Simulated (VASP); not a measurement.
Write the native input for VASP 6.6.1 that does the following.

- Task: single point
- Functional: PBE
- Potentials or basis: VASP PAW PBE potentials, release 64 (Zn)
- Cutoff: 520 eV
- k mesh: 16 × 16 × 10
- Occupations: gaussian, width 0.1 eV
- Spin: no spin polarisation
- Dipole correction: no
- Further INCAR settings: ALGO = Fast; EDIFF = 1e-06; NBANDS = 19

The structure of Zn lies in POSCAR:

```
Zn
1.0
    1.9447594636      1.9447594636      0.0000000000
   -1.9447594636      1.9447594636      0.0000000000
    0.0000000000      0.0000000000      3.8895189271
Zn
2
Direct
    0.0000000000      0.0000000000      0.0000000000
    0.5000000000      0.5000000000      0.5000000000
```

This isn't the form of Zn at room conditions, which is hcp.

This cell differs from its parent crystal: equal strain along all axes, cell held: -1.0 %.

One way to write it, as run:

INCAR

```
  ALGO = Fast
  EDIFF = 1E-6
  ENCUT = 520
  GGA = PE
  ISIF = 2
  ISMEAR = 0
  LASPH = T
  LCHARG = F
  LREAL = F
  LWAVE = F
  NBANDS = 19
  NELM = 80
  PREC = Accurate
  SIGMA = 0.1
```

KPOINTS

```
k-points
0
Gamma
  16 16 10
```

Potentials or basis: VASP PAW PBE potentials, release 64 (Zn).

Command:

```console
$ cat potpaw_PBE.64/Zn/POTCAR > POTCAR
$ mpirun -np 1 vasp_std > vasp.out
```

It gave:

| Item | Value |
| --- | --- |
| Pressure | 2.1 GPa |
| Band gap on the k mesh | zero (bands 12 and 13 overlap by 3.60 eV) |

Caveat: the cell differs from its parent crystal (equal strain along all axes, cell held: -1.0 %).

Run time: 2.7 min on 1 thread of AMD EPYC 7R13, on a shared host, peak memory 0.2 GiB.
